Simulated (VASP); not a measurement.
Input of a VASP 6.6.1 run:

The input INCAR:

```
PREC = Accurate ; ENCUT = 600
EDIFF = 1E-6 ; ISMEAR = 0
SIGMA = 0.01 ; LREAL = F
LASPH = T ; NELM = 60
ALGO = Normal ; ISIF = 3
LWAVE = F ; LCHARG = F
GGA = CA ; IBRION = 2
NSW = 100 ; EDIFFG = -0.002
PSTRESS = 150.0
```

The input KPOINTS:

```
Automatic mesh
0
Gamma
  8 8 8
```

Contents of POSCAR:

```
MgS
1.0
    0.0000000000      2.5641819422      2.5641819422
    2.5641819422      0.0000000000      2.5641819422
    2.5641819422      2.5641819422      0.0000000000
Mg S
1 1
Direct
    0.0000000000      0.0000000000      0.0000000000
    0.5000000000      0.5000000000      0.5000000000
```

Potentials or basis: VASP PAW LDA potentials, release 64 (Mg, S).

Command:

```sh
$ cat potpaw_LDA.64/Mg/POTCAR potpaw_LDA.64/S/POTCAR > POTCAR
$ mpirun -np 1 vasp_std > vasp.out
```

Q: Estimate the relaxed cell.

A: a = 3.461 Å, b = 3.461 Å, c = 3.461 Å, α = 60.00°, β = 60.00°, γ = 60.00°.

Q: Estimate the band gap on the k mesh.

A: 2.93 eV, indirect (least direct gap 5.10 eV).

Q: Predict the relaxed volume.

A: 14.66 Å³/atom.

Final structure:
```
CELL_PARAMETERS angstrom
0.00000 2.44734 2.44734
2.44734 0.00000 2.44734
2.44734 2.44734 0.00000
ATOMIC_POSITIONS crystal
Mg 0.00000 0.00000 0.00000
S 0.50000 0.50000 0.50000
```

Caveat: the cell is relaxed towards a set pressure, so the enthalpy falls and the energy may rise. LDA usually gives volumes a few per cent too small.
